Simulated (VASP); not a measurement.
AlGa3N4, 8 atoms in the cell. Symmetry: P-43m, No. 215, cubic system. Conventional cell: a = 4.382 Å, b = 4.382 Å, c = 4.382 Å, α = 90.00°, β = 90.00°, γ = 90.00°. Al (site symmetry -43m) has 4 N at 1.86 Å within 2.5 Å. Within 2.5 Å of Ga (site symmetry -42m) lie 4 N at 1.91 Å. N (site symmetry 3m) has 1 Al at 1.86 Å and 3 Ga at 1.91 Å within 2.5 Å. 

| Item | Value |
| --- | --- |
| Program | VASP 6.6.1 |
| Task | single point |
| Functional | LDA |
| Potentials or basis | VASP PAW LDA potentials, release 64 (Al, Ga_d, N) |
| Cutoff | 520 eV |
| k mesh | 6 × 6 × 6 |
| Occupations | gaussian, width 0.05 eV |
| Spin | no spin polarisation |
| Dipole correction | no |
| Further INCAR settings | ALGO = Normal; EDIFF = 1e-06; NBANDS = 41 |

Potentials or basis: VASP PAW LDA potentials, release 64 (Al, Ga_d, N).

The run is started by

```bash
$ cat potpaw_LDA.64/Al/POTCAR potpaw_LDA.64/Ga_d/POTCAR potpaw_LDA.64/N/POTCAR > POTCAR
$ mpirun -np 1 vasp_std > vasp.out
```

Hardware: 1 thread of Intel Xeon 8259CL, with other jobs on the host.

Task: Estimate the wall time of this run.

Result: It took 2.2 min on 1 thread of Intel Xeon 8259CL, with other jobs on the host, peak memory 0.2 GiB. Counts: scf iterations 14, k points 20.
